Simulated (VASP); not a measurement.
Set up this calculation in VASP 6.6.1, as the native input.

```
Task                   : single point
Functional             : PBEsol
Potentials or basis    : VASP PAW PBE potentials, release 64 (Ru_pv, Al)
Cutoff                 : 520 eV
k mesh                 : 9 × 9 × 9
Occupations            : fermi-dirac, width 0.05 eV
Spin                   : no spin polarisation
Dipole correction      : no
Further INCAR settings : ALGO = Normal; EDIFF = 1e-07; NBANDS = 16
```

The structure of AlRu lies in POSCAR:

```
AlRu
1.0
    3.0114124979      0.0000000000      0.0000000000
    0.0000000000      3.0114124979      0.0000000000
    0.0000000000      0.0000000000      3.0114124979
Ru Al
1 1
Direct
    0.5000000000      0.5000000000      0.5000000000
    0.0000000000      0.0000000000      0.0000000000
```

This cell differs from its parent crystal: volume scaled by 1.02.

The input as run:

INCAR

```
SYSTEM = AlRu
PREC     = Accurate       ! precision mode
ENCUT    = 520            ! plane-wave cutoff, eV
EDIFF    = 1E-7           ! SCF threshold, eV
ISMEAR   = -1             ! smearing method
SIGMA    = 0.05           ! smearing width, eV
LREAL    = .FALSE.        ! projectors in reciprocal space
LASPH    = .TRUE.         ! aspherical terms in the spheres
NELM     = 100            ! most SCF steps
ALGO     = Normal         ! electronic algorithm
ISIF     = 2              ! what is computed and relaxed
LWAVE    = .FALSE.        ! write WAVECAR
LCHARG   = .FALSE.        ! write CHGCAR
GGA      = PS             ! functional
NBANDS   = 16             ! bands
```

KPOINTS

```
regular mesh
0
G
  9 9 9
  0 0 0
```

Potentials or basis: VASP PAW PBE potentials, release 64 (Ru_pv, Al).

The run is started by

```sh
$ cat potpaw_PBE.64/Ru_pv/POTCAR potpaw_PBE.64/Al/POTCAR > POTCAR
$ mpirun -np 1 vasp_std > vasp.out
```

It gave:

The pressure is -7.2 GPa.

Caveat: the PAW data sets were made with another functional, which shifts forces and pressure a little.

Run time: 17 s on 1 thread of Intel Xeon 8259CL (shared host), peak memory 0.15 GiB.
